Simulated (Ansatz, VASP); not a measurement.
**One calculation of Ba3Bi2, two programs**

```
Ba Bi
1.0
     6.02688    0.00000    0.00000
    -3.01344    5.21943    0.00000
     0.00000    0.00000    7.56860
Ba Bi
3 2
Direct
  0.33333 0.66667 0.80714
  0.66667 0.33333 0.19286
  0.00000 0.00000 0.50000
  0.33333 0.66667 0.28678
  0.66667 0.33333 0.71322
```

Alike in both runs: functional PBE; k mesh 3 × 3 × 3; occupations gaussian, width 0.2 eV; no spin polarisation.

Ansatz relaxed the structure, and its values are those at the end. VASP's run is a single point on that final structure, the one shown.

|  | VASP | Ansatz |
| --- | --- | --- |
| version | VASP 6.6.1 | Ansatz 0.2.0 |
| potentials or method | VASP PAW PBE potentials, release 64 (Ba_sv, Bi_d), cutoff 520 eV | scalar-relativistic, plane waves, PAW |
| valence electrons in the cell | 60 | 60 |

|  | VASP | Ansatz | Ansatz less VASP |
| --- | --- | --- | --- |
| gap on the k mesh at the Fermi level (eV) | 0.27 | 0.32 | +0.044 |
| least direct gap on the mesh (eV) | 0.34 | 0.37 | +0.034 |
| pressure (GPa) | 0.1 | -0.1 | -0.24 |
| rms of the force components (eV/Å) | 0.014 | 0.015 | +0.0014 |

Neither program's run includes spin-orbit coupling.
